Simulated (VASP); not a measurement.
Wanted: the native input for a VASP 6.6.1 run.

* Task: single point
* Functional: RPBE
* Potentials or basis: VASP PAW PBE potentials, release 64 (Ir)
* Cutoff: 520 eV
* k mesh: 16 × 16 × 16
* Occupations: fermi-dirac, width 0.1 eV
* Spin: no spin polarisation
* Dipole correction: no
* Further INCAR settings: ALGO = Normal; EDIFF = 1e-06; NBANDS = 10

The structure of Ir lies in POSCAR:

```
Ir
1.0
   -1.5626226582      1.5626226582      1.5626226582
    1.5626226582     -1.5626226582      1.5626226582
    1.5626226582      1.5626226582     -1.5626226582
Ir
1
Direct
    0.0000000000      0.0000000000      0.0000000000
```

One way to write it, as run:

INCAR

```
SYSTEM = Ir
ALGO = Normal
EDIFF = 1E-6
ENCUT = 520
GGA = RP
ISIF = 2
ISMEAR = -1
LASPH = .True.
LCHARG = .False.
LREAL = .False.
LWAVE = .False.
NBANDS = 10
NELM = 60
PREC = Accurate
SIGMA = 0.1
```

KPOINTS

```
k-points
0
Gamma
  16 16 16
  0 0 0
```

Potentials or basis: VASP PAW PBE potentials, release 64 (Ir).

Command:

```bash
$ cat potpaw_PBE.64/Ir/POTCAR > POTCAR
$ mpirun -np 1 vasp_std > vasp.out
```

Results of the run:

```yaml
Pressure: 0.4 GPa
```

Caveat: the PAW data sets were made with another functional, which shifts forces and pressure a little.

Run time: 13 s on 1 thread of Intel(R) Xeon(R) Platinum 8488C (Sapphire Rapids) (shared host), peak memory 0.15 GiB.
